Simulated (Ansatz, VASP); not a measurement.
# One calculation of Sc, two programs

```
Sc
1.0
    -1.82302    1.82302    1.82302
     1.82302   -1.82302    1.82302
     1.82302    1.82302   -1.82302
Sc
1
Direct
  0.00000 0.00000 0.00000
```

Alike in both runs: task single point; functional BLYP; k mesh 14 × 14 × 14; occupations fermi-dirac, width 0.1 eV; no spin polarisation.

|  | VASP | Ansatz |
| --- | --- | --- |
| version | VASP 6.6.1 | Ansatz 0.2.0 |
| potentials or method | VASP PAW PBE potentials, release 64 (Sc_sv), cutoff 520 eV | plane waves (420 eV) with PAW, scalar-relativistic |
| valence electrons in the cell | 11 | 11 |

|  | VASP | Ansatz | Ansatz less VASP |
| --- | --- | --- | --- |
| pressure (GPa) | 2.2 | 2.2 | -0.01 |

VASP's potentials were made for PBE, not for BLYP.
